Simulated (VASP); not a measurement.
Crystal: C.

```
CELL_PARAMETERS angstrom
2.48058 0.00000 0.00000
-1.24029 2.14824 0.00000
0.00000 0.00000 10.14614
ATOMIC_POSITIONS crystal
C 0.33333 0.66667 0.12481
C 0.33333 0.66667 0.52516
C 0.66667 0.33333 0.72516
C 0.00000 0.00000 0.92499
C 0.66667 0.33333 0.32486
C 0.33333 0.66667 0.67514
C 0.00000 0.00000 0.07501
C 0.66667 0.33333 0.87519
C 0.33333 0.66667 0.27484
C 0.66667 0.33333 0.47484
```

| Item | Value |
| --- | --- |
| Program | VASP 6.6.1 |
| Task | relaxation of cell and atoms |
| Functional | PBE |
| Potentials or basis | VASP PAW PBE potentials, release 64 (C) |
| Cutoff | 600 eV |
| k mesh | 6 × 6 × 2 |
| Occupations | gaussian, width 0.1 eV |
| Spin | no spin polarisation |

At the start: pressure 25.5 GPa; volume 5.41 Å³/atom.

Task: How do energy, volume and symmetry change on relaxing?

Result: Over 7 steps the energy falls by 23.8 meV/atom and the volume is 5.70 Å³/atom (+5.5 %); space group P-3m1 (No. 164, to 0.05 Å).

The path:
```csv
step,energy change (eV),largest force (eV/Å),pressure (GPa),volume (Å³)
1,0.0000,0.3454,25.46,54.07
2,0.1219,0.4483,-26.02,61.07
3,-0.2358,0.1717,-0.43,57.08
4,-0.2359,0.1668,0.04,57.02
5,-0.2364,0.2482,-0.12,57.04
6,-0.2373,0.1028,-0.05,57.03
7,-0.2385,0.0198,-0.02,57.03
```

Final structure:
```cif
data_structure
_symmetry_space_group_name_H-M 'P 1'
_symmetry_Int_Tables_number 1
_cell_length_a 2.5202
_cell_length_b 2.5202
_cell_length_c 10.3679
_cell_angle_alpha 90.000
_cell_angle_beta 90.000
_cell_angle_gamma 120.000
_cell_volume 57.03
loop_
_atom_site_label
_atom_site_type_symbol
_atom_site_fract_x
_atom_site_fract_y
_atom_site_fract_z
_atom_site_occupancy
C1 C 0.33333 0.66667 0.12435 1
C2 C 0.33333 0.66667 0.52523 1
C3 C 0.66667 0.33333 0.72656 1
C4 C 0.00000 0.00000 0.92544 1
C5 C 0.66667 0.33333 0.32356 1
C6 C 0.33333 0.66667 0.67644 1
C7 C 0.00000 0.00000 0.07456 1
C8 C 0.66667 0.33333 0.87565 1
C9 C 0.33333 0.66667 0.27344 1
C10 C 0.66667 0.33333 0.47477 1
```

Caveat: the k points lie up to 0.48 Å⁻¹ apart in the final cell.
